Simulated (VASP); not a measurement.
# Bi (I4/mmm) in VASP: notebook

Runs on Bi. Level: PBEsol. Tasks: single point.

All numbers are computed with VASP 6.6.1; they aren't measurements. Logs are shortened: lines on timing, memory, paths and dates and some standing lists are left out, and cuts for length are marked.

### 1 The cell of the first run

It takes space group I4/mmm (No. 139, tetragonal). Conventional cell: a = 8.632 Å, b = 8.632 Å, c = 2.784 Å, α = 90.00°, β = 90.00°, γ = 90.00°. Bi (site symmetry 4/mmm) has 2 Bi at 2.78 Å within 3.7 Å.

### 2 Single point, PBEsol

The input, INCAR:

```
SYSTEM = Bi
  ALGO = Fast
  EDIFF = 1E-6
  ENCUT = 520
  GGA = PS
  ISIF = 2
  ISMEAR = 0
  LASPH = .TRUE.
  LCHARG = .TRUE.
  LELF = .TRUE.
  LREAL = .FALSE.
  LVHAR = .TRUE.
  LWAVE = .FALSE.
  NBANDS = 14
  NELM = 80
  PREC = Accurate
  SIGMA = 0.05
```

The input, KPOINTS:

```
k-points
0
G
  12 12 12
  0 0 0
```

The input, POSCAR:

```
Bi
1.0
   -4.3158109194      4.3158109194      1.3921566745
    4.3158109194     -4.3158109194      1.3921566745
    4.3158109194      4.3158109194     -1.3921566745
Bi
1
Direct
    0.0000000000      0.0000000000      0.0000000000
```

Potentials or basis: VASP PAW PBE potentials, release 64 (Bi_d).

Started as:

```sh
$ cat potpaw_PBE.64/Bi_d/POTCAR > POTCAR
$ mpirun -np 1 vasp_std > vasp.out
```

OUTCAR:

```text
SYSTEM = Bi
   EDIFF = 1E-6
   ENCUT = 520
   GGA = PS
   ISIF = 2
   ISMEAR = 0
   LASPH = .TRUE.
   LREAL = .FALSE.
   NELM = 80
   PREC = Accurate

 ion  position               nearest neighbor table
   1  0.000  0.000  0.000-

  LATTYP: Found a body centered tetragonal cell.
 ALAT       =     8.6316218388
 C/A-ratio  =     0.3225712851

  Lattice vectors:

 A1 = (  -4.3158109194,   4.3158109194,   1.3921566745)
 A2 = (   4.3158109194,  -4.3158109194,   1.3921566745)
 A3 = (   4.3158109194,   4.3158109194,  -1.3921566745)

Analysis of symmetry for initial positions (statically):
=====================================================================
 Subroutine PRICEL returns:
 Original cell was already a primitive cell.

 Routine SETGRP: Setting up the symmetry group for a
 body centered tetragonal supercell.

 Subroutine GETGRP returns: Found 16 space group operations
 (whereof 16 operations were pure point group operations)
 out of a pool of 16 trial point group operations.

The static configuration has the point symmetry D_4h.

Analysis of symmetry for dynamics (positions and initial velocities):
=====================================================================
 Subroutine PRICEL returns:
 Original cell was already a primitive cell.

 Routine SETGRP: Setting up the symmetry group for a
 body centered tetragonal supercell.

 Subroutine GETGRP returns: Found 16 space group operations
 (whereof 16 operations were pure point group operations)
 out of a pool of 16 trial point group operations.

The dynamic configuration has the point symmetry D_4h.

 Subroutine INISYM returns: Found 16 space group operations
 (whereof 16 operations are pure point group operations),
 and found     1 'primitive' translations

----------------------------------------------------------------------------------------

                                     Primitive cell

  volume of cell :     103.7225

  direct lattice vectors                    reciprocal lattice vectors
    -4.315810919  4.315810919  1.392156675     0.000000000  0.115853083  0.359154978
     4.315810919 -4.315810919  1.392156675     0.115853083  0.000000000  0.359154978
     4.315810919  4.315810919 -1.392156675     0.115853083  0.115853083  0.000000000

  length of vectors
     6.260235458  6.260235458  6.260235458     0.377378106  0.377378106  0.163841001

  position of ions in fractional coordinates (direct lattice)
     0.000000000  0.000000000  0.000000000

  ion indices of the primitive-cell ions
   primitive index   ion index
                 1           1

----------------------------------------------------------------------------------------

 KPOINTS: k-points

Automatic generation of k-mesh.
 Grid dimensions read from file:
 generate k-points for:   12   12   12

 Generating k-lattice:

  Cartesian coordinates                     Fractional coordinates (reciprocal lattice)
     0.000000000  0.009654424  0.029929582     0.083333333  0.000000000  0.000000000
     0.009654424  0.000000000  0.029929582     0.000000000  0.083333333  0.000000000
     0.009654424  0.009654424  0.000000000     0.000000000  0.000000000  0.083333333

  Length of vectors
     0.031448176  0.031448176  0.013653417

  Shift w.r.t. Gamma in fractional coordinates (k-lattice)
     0.000000000  0.000000000  0.000000000

 Subroutine IBZKPT returns following result:
 ===========================================

 Found    163 irreducible k-points:

 Following reciprocal coordinates:
            Coordinates               Weight
  0.000000  0.000000  0.000000      1.000000
  0.083333  0.000000 -0.000000      8.000000
  0.166667 -0.000000  0.000000      8.000000
  0.250000 -0.000000  0.000000      8.000000
  0.333333 -0.000000  0.000000      8.000000
  0.416667  0.000000  0.000000      8.000000
[... 16 lines left out ...]
  0.500000  0.166667  0.000000     16.000000
 -0.416667  0.166667  0.000000     16.000000
 [... further k-points ...]
   k-points           NKPTS =    163   k-points in BZ     NKDIM =    163   number of bands    NBANDS=     14
   number of dos      NEDOS =    301   number of ions     NIONS =      1
   total plane-waves  NPLWV = 110592
   dimension x,y,z NGX =    48 NGY =   48 NGZ =   48
   dimension x,y,z NGXF=    96 NGYF=   96 NGZF=   96
   ions per type =               1
   NGX,Y,Z   is equivalent  to a cutoff of  12.75, 12.75, 12.75 a.u.
   NGXF,Y,Z  is equivalent  to a cutoff of  25.49, 25.49, 25.49 a.u.
 SYSTEM =  Bi
   PREC   = accura    normal or accurate (medium, high low for compatibility)
   ISTART =      0    job   : 0-new  1-cont  2-samecut
   ICHARG =      2    charge: 1-file 2-atom 10-const
   ISPIN  =      1    spin polarized calculation?
   LNONCOLLINEAR =      F non collinear calculations
   LSORBIT =      F    spin-orbit coupling
   LASPH  =      T    aspherical Exc in radial PAW
   ENCUT  =  520.0 eV  38.22 Ry    6.18 a.u.  11.64 11.64 11.64*2*pi/ulx,y,z
   NELM   =     80;   NELMIN=  2; NELMDL= -5     # of ELM steps
   EDIFF  = 0.1E-05   stopping-criterion for ELM
   LREAL  =      F    real-space projection
   EDIFFG = 0.1E-04   stopping-criterion for IOM
   NSW    =      0    number of steps for IOM
   IBRION =     -1    ionic relax: 0-MD 1-quasi-New 2-CG
   NFREE  =      0    steps in history (QN), initial steepest desc. (CG)
   ISIF   =      2    stress and relaxation
   ISYM   =      2    0-nonsym 1-usesym 2-fastsym
   POTIM  = 0.5000    time-step for ionic-motion
   TEBEG  =    0.0;   TEEND  =   0.0 temperature during run
   PSTRESS=    0.0 pullay stress
   NELECT =      15.0000    total number of electrons
   NUPDOWN=      -1.0000    fix difference up-down
   EMIN   =  10.00;   EMAX   =-10.00  energy-range for DOS
   EFERMI =   0.00;   METHOD = LEGACY
   ISMEAR =     0;   SIGMA  =   0.05  broadening in eV -4-tet -1-fermi 0-gaus
   EFERMI_NEDOS =   21; number of points for ismear=-14 and -15
   IALGO  =     68    algorithm
   IMIX   =      4    mixing-type and parameters
     AMIX     =   0.40;   BMIX     =  1.00
     AMIX_MAG =   1.60;   BMIX_MAG =  1.00
  volume/ion in A,a.u.               =     103.72       699.95
  Fermi-wavevector in a.u.,A,eV,Ry     =   0.859306  1.623852 10.046624  0.738406
  Thomas-Fermi vector in A             =   1.976641
   LORBIT       =      0    0 simple, 1 ext, 2 COOP (PROOUT), +10 PAW based schemes
   GGA     = PS    functional components
   LHFCALC =     F    Hartree Fock is set to
   AEXX    =    0.0000 exact exchange contribution
   IVDW    =     0    specifies the selected vdW correction
   LEPSILON=     F    determine dielectric tensor
   LRPA    =     F    only Hartree local field effects (RPA)
 non-spin polarized calculation
 RMM-DIIS sequential band-by-band and
 Gauss-broadening in eV      SIGMA  =   0.05
  energy-cutoff  :      520.00
  volume of cell :      103.72
 maximum number of plane-waves:      2811
   NGX = 23   NGY = 23   NGZ = 23

 number of electron      15.0000005 magnetization

 Free energy of the ion-electron system (eV)
  ---------------------------------------------------
  ext. energy  EPLUGINS =         0.00000000
  ---------------------------------------------------
  free energy    TOTEN  =        -2.99304030 eV

  energy without entropy =       -2.99071365  energy(sigma->0) =       -2.99187697

 E-fermi :  -1.2279     XC(G=0):  -4.8293

 val. band max:       -1.2307706454   @ k =   0.2500  -0.0000   0.0000
 cond. band min:      -1.2271673437   @ k =  -0.3333   0.0833  -0.0000
 fundamental gap:      0.0036033017
 Fermi energy:        -1.2279001767

 k-point     1 :       0.0000    0.0000    0.0000
  band No.  band energies     occupation
      1     -24.0687      2.00000
      2     -23.4553      2.00000
      3     -23.4552      2.00000
      4     -23.2151      2.00000
      5     -23.2151      2.00000
      6     -12.9610      2.00000
      7      -2.5581      2.00000
      8      -2.5581      2.00000
      9       1.7735      0.00000
     10       3.5418      0.00000
     11       6.0227      0.00000
     12       6.7465      0.00000
     13       6.7466      0.00000
     14       7.7579      0.00000

 k-point     2 :       0.0833    0.0000   -0.0000
  band No.  band energies     occupation
      1     -23.9960      2.00000
      2     -23.4522      2.00000
      3     -23.4522      2.00000
      4     -23.2430      2.00000
      5     -23.2430      2.00000
      6     -12.8256      2.00000
      7      -2.4029      2.00000
      8      -2.4016      2.00000
      9       1.9330      0.00000
     10       3.6899      0.00000
     11       5.9901      0.00000
     12       6.8935      0.00000
     13       6.9045      0.00000
     14       7.1188      0.00000

 k-point     3 :       0.1667   -0.0000    0.0000
  band No.  band energies     occupation
      1     -23.7962      2.00000
      2     -23.4439      2.00000
      3     -23.4438      2.00000
      4     -23.3187      2.00000
      5     -23.3187      2.00000
      6     -12.4127      2.00000
      7      -1.9504      2.00000
      8      -1.9458      2.00000
      9       2.4058      0.00000
     10       4.1342      0.00000
     11       4.2261      0.00000
     12       6.0282      0.00000
     13       7.3165      0.00000
     14       7.3706      0.00000

 k-point     4 :       0.2500   -0.0000    0.0000
  band No.  band energies     occupation
      1     -23.5207      2.00000
      2     -23.4325      2.00000
      3     -23.4324      2.00000
      4     -23.4203      2.00000
      5     -23.4203      2.00000
      6     -11.7070      2.00000
      7      -1.2403      1.27412
      8      -1.2308      1.06471
      9       1.2318      0.00000
     10       3.2327      0.00000
     11       4.8715      0.00000
     12       6.2758      0.00000
     13       7.9815      0.00000
     14       8.0813      0.00000

 k-point     5 :       0.3333   -0.0000    0.0000
  band No.  band energies     occupation
      1     -23.5198      2.00000
      2     -23.5198      2.00000
      3     -23.4211      2.00000
      4     -23.4210      2.00000
      5     -23.2425      2.00000
      6     -10.7080      2.00000
      7      -1.5114      2.00000
      8      -0.3460      0.00000
      9      -0.3333      0.00000
     10       4.3192      0.00000
     11       5.8557      0.00000
[... 276 lines left out ...]
 k-point    22 :       0.4167    0.1667    0.0000
  band No.  band energies     occupation
      1     -23.5915      2.00000
      2     -23.5915      2.00000
      3     -23.4128      2.00000
      4     -23.4126      2.00000
      5     -23.0375      2.00000
      6      -9.5172      2.00000
      7      -3.8056      2.00000
      8       0.4590      0.00000
      9       0.5811      0.00000
     10       5.6705      0.00000
     11       5.9564      0.00000
     12       6.7560      0.00000
     13       7.1237      0.00000
     14       8.2747      0.00000

 k-point    23 :       0.5000    0.1667    0.0000
  band No.  band energies     occupation
      1     -23.5198      2.00000
      2     -23.5198      2.00000
      3     -23.4211      2.00000
      4     -23.4209      2.00000
      5     -23.2425      2.00000
      6     -10.7049      2.00000
      7      -1.5160      2.00000
      8      -0.4925      0.00000
      9      -0.3215      0.00000
     10       4.8192      0.00000
     11       5.9268      0.00000
     12       6.5123      0.00000
     13       7.6957      0.00000
     14       7.9772      0.00000

 k-point    24 :      -0.4167    0.1667    0.0000
  band No.  band energies     occupation
      1     -23.5207      2.00000
      2     -23.4325      2.00000
      3     -23.4324      2.00000
      4     -23.4203      2.00000
      5     -23.4203      2.00000
      6     -11.7039      2.00000
      7      -1.3954      2.00000
      8      -1.2182      0.78465
      9       1.2289      0.00000
     10       3.7032      0.00000
     11       5.1399      0.00000
     12       5.7450      0.00000
     13       7.3722      0.00000
     14       9.1802      0.00000

 [... further k-points ...]
[... 5 lines left out ...]
  --------------------------------------------------------------------------------------
  -------------------------------------------------------------------------------------
  Total       -0.1263954     -0.1263954      2.2712188      0.0000000      0.0000000      0.0000000
  in kB       -1.9524006     -1.9524006     35.0829921      0.0000000      0.0000000      0.0000000
  external PRESSURE =      10.3927303 kB  Pullay stress =       0.0000000 kB

 VOLUME and BASIS-vectors are now :
 -----------------------------------------------------------------------------
  energy-cutoff  :      520.00
  volume of cell :      103.72
      direct lattice vectors                 reciprocal lattice vectors
    -4.315810919  4.315810919  1.392156675     0.000000000  0.115853083  0.359154978
     4.315810919 -4.315810919  1.392156675     0.115853083  0.000000000  0.359154978
     4.315810919  4.315810919 -1.392156675     0.115853083  0.115853083  0.000000000

 POSITION                                       TOTAL-FORCE (eV/Angst)
 -----------------------------------------------------------------------------------
      0.00000      0.00000      0.00000        -0.000000     -0.000000     -0.000000
 -----------------------------------------------------------------------------------
    total drift:                               -0.000000      0.000000      0.000000

  FREE ENERGIE OF THE ION-ELECTRON SYSTEM (eV)
  ---------------------------------------------------
  free  energy   TOTEN  =        -2.9930403029 eV

  energy  without entropy=       -2.9907136468  energy(sigma->0) =       -2.99187697
```

Wall time 3.4 min (1 thread of Intel Xeon 6975P-C (Granite Rapids), shared host); peak memory 0.46 GiB.

Results:

| Item | Value |
| --- | --- |
| Free energy | -2.9930 eV |
| Pressure | 1.0 GPa |

Levels at points of the mesh, in eV from the Fermi level:
| k point | band 6 | band 7 | band 8 | band 9 | band 10 | band 11 |
| --- | --- | --- | --- | --- | --- | --- |
| (0.00, 0.00, 0.00) | -11.73 | -1.33 | -1.33 | 3.00 | 4.77 | 7.25 |
| (0.50, 0.00, 0.00) | -7.56 | -3.68 | 2.25 | 2.26 | 6.45 | 6.61 |
| (0.50, 0.50, 0.00) | -11.73 | -1.64 | -1.30 | 4.00 | 5.20 | 5.93 |
| (0.50, 0.50, 0.50) | -11.72 | -1.59 | -1.59 | 4.18 | 6.53 | 6.53 |

Caveat: the PAW data sets were made with another functional, which shifts forces and pressure a little; spin-orbit coupling is left out, which moves the levels of the heavy elements.

### 3 Single point, PBEsol

This run uses another cell than the first one, of the same volume but with other edges.

The input, INCAR:

```
  ALGO = Fast
  EDIFF = 1E-6
  ENCUT = 520
  GGA = PS
  ISIF = 2
  ISMEAR = 0
  LASPH = T
  LCHARG = T
  LELF = T
  LREAL = F
  LVHAR = T
  LWAVE = F
  NBANDS = 14
  NELM = 60
  PREC = Accurate
  SIGMA = 0.05
```

The input, KPOINTS:

```
k-points
0
Gamma
  12 12 12
```

The input, POSCAR:

```
Bi
1.0
   -4.1888009254      4.1888009254      1.4778606691
    4.1888009254     -4.1888009254      1.4778606691
    4.1888009254      4.1888009254     -1.4778606691
Bi
1
Direct
    0.0000000000      0.0000000000      0.0000000000
```

Potentials or basis: VASP PAW PBE potentials, release 64 (Bi_d).

Started as:

```sh
$ cat potpaw_PBE.64/Bi_d/POTCAR > POTCAR
$ mpirun -np 1 vasp_std > vasp.out
```

Run time: 2.9 min. Hardware: 1 thread of Intel Xeon 6975P-C (Granite Rapids), shared host; peak memory 0.46 GiB.

The run converged. Its results:

* Free energy: -3.0013 eV
* Pressure: -1.1 GPa

Stress tensor (GPa, compression positive):
```
-0.24  0.00  0.00
 0.00 -0.24  0.00
 0.00  0.00 -2.97
```

Levels at points of the mesh, in eV from the Fermi level:
| k point | band 6 | band 7 | band 8 | band 9 | band 10 | band 11 |
| --- | --- | --- | --- | --- | --- | --- |
| (0.00, 0.00, 0.00) | -11.40 | -1.08 | -1.08 | 2.97 | 4.79 | 7.55 |
| (0.50, 0.00, 0.00) | -8.26 | -3.36 | 1.74 | 1.75 | 6.01 | 6.23 |
| (0.50, 0.50, 0.00) | -11.39 | -1.49 | -1.04 | 4.04 | 5.36 | 6.06 |
| (0.50, 0.50, 0.50) | -11.38 | -1.43 | -1.43 | 4.14 | 6.84 | 6.84 |

Caveat: the PAW data sets were made with another functional, which shifts forces and pressure a little; spin-orbit coupling is left out, which moves the levels of the heavy elements.

### 4 Single point, PBEsol

This run uses another cell than the first one, of the same volume but with other edges.

The input, INCAR:

```
SYSTEM = Bi
PREC = Accurate
ENCUT = 520
EDIFF = 1E-7
ISMEAR = 0
SIGMA = 0.05
LREAL = .FALSE.
LASPH = .TRUE.
NELM = 80
ALGO = Fast
ISIF = 2
LWAVE = .FALSE.
LCHARG = .TRUE.
GGA = PS
LELF = .TRUE.
LVHAR = .TRUE.
NBANDS = 14
```

The input, KPOINTS:

```
regular mesh
0
G
  12 12 12
  0 0 0
```

The input, POSCAR:

```
Bi
1.0
   -4.5862334565      4.5862334565      1.2328226832
    4.5862334565     -4.5862334565      1.2328226832
    4.5862334565      4.5862334565     -1.2328226832
Bi
1
Direct
    0.0000000000      0.0000000000      0.0000000000
```

Started as:

```sh
$ cat potpaw_PBE.64/Bi_d/POTCAR > POTCAR
$ mpirun -np 1 vasp_std > vasp.out
```

It took 6 min on 1 thread of Intel Xeon 6975P-C (Granite Rapids), shared host; peak memory 0.48 GiB.

It converged, with:

| Item | Value |
| --- | --- |
| Free energy | -2.1324 eV |
| Pressure | 6.3 GPa |

Stress tensor (GPa, compression positive):
```
-0.13  0.00  0.00
 0.00 -0.13  0.00
 0.00  0.00 19.06
```

Levels at points of the mesh, in eV from the Fermi level:
| k point | band 4 | band 5 | band 6 | band 7 | band 8 | band 9 | band 10 | band 11 | band 12 | band 13 |
| --- | --- | --- | --- | --- | --- | --- | --- | --- | --- | --- |
| (0.00, 0.00, 0.00) | -23.12 | -23.12 | -13.98 | -3.22 | -3.22 | 2.03 | 3.71 | 5.64 | 6.46 | 6.46 |
| (0.50, 0.00, 0.00) | -23.33 | -22.66 | -7.05 | -5.87 | 2.28 | 2.28 | 6.38 | 6.44 | 8.30 | 9.48 |
| (0.50, 0.50, 0.00) | -23.12 | -23.12 | -13.98 | -3.37 | -3.21 | 2.88 | 3.87 | 4.65 | 5.80 | 6.51 |
| (0.50, 0.50, 0.50) | -23.12 | -23.12 | -13.98 | -3.35 | -3.35 | 3.24 | 4.91 | 4.91 | 5.04 | 6.37 |

Caveat: the PAW data sets were made with another functional, which shifts forces and pressure a little; spin-orbit coupling is left out, which moves the levels of the heavy elements.

[end of part 1 of 2]
